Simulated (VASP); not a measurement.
Wanted: the native input for a VASP 6.6.1 run.

```yaml
Task: single point
Functional: PBE
Potentials_or_basis: VASP PAW PBE potentials, release 64 (Sb, O)
Cutoff: 520 eV
k_mesh: 6 × 6 × 2
Occupations: gaussian, width 0.1 eV
Spin: no spin polarisation
Dipole_correction: no
Further_INCAR_settings: ALGO = Normal; EDIFF = 1e-06; NBANDS = 26
```

The structure of SbO5 lies in POSCAR:

```
SbO5
1.0
    3.3154850175      0.0000000037      0.0000000000
   -1.6577425120      2.8712942491      0.0000000000
    0.0000000000      0.0000000000     10.1479550693
Sb O
1 5
Direct
    0.0000000000      0.0000000000      0.0000000000
    0.6666666667      0.3333333333      0.8811203682
    0.0000000000      0.0000000000      0.5635515476
    0.6666666667      0.3333333333      0.5000000000
    0.0000000000      0.0000000000      0.4364484524
    0.6666666667      0.3333333333      0.1188796318
```

The cell was built from a structure type or drawn by symmetry, and may not be a known phase.

One way to write it, as run:

INCAR

```
ALGO = Normal
EDIFF = 1E-6
ENCUT = 520
GGA = PE
ISIF = 2
ISMEAR = 0
LASPH = T
LCHARG = F
LREAL = F
LWAVE = F
NBANDS = 26
NELM = 80
PREC = Accurate
SIGMA = 0.1
```

KPOINTS

```
k-points
0
Gamma
  6 6 2
```

Potentials or basis: VASP PAW PBE potentials, release 64 (Sb, O).

Command:

```bash
$ cat potpaw_PBE.64/Sb/POTCAR potpaw_PBE.64/O/POTCAR > POTCAR
$ mpirun -np 1 vasp_std > vasp.out
```

Results of the run:

```json
{"Pressure": "0.0 GPa", "Largest force": "0.650 eV/Å", "Band gap on the k mesh": "zero (an odd number of electrons rules out a gap without spin polarisation)"}
```

Caveat: the k points lie up to 0.36 Å⁻¹ apart, too coarse for converged energies and pressures of a metal; spin-orbit coupling is left out, which moves the levels of the heavy elements; an odd number of electrons without spin polarisation forces a metal; a magnetic or distorted state may lie lower.

It took 110 s on 1 thread of Intel Xeon 8259CL (shared host), peak memory 0.24 GiB.
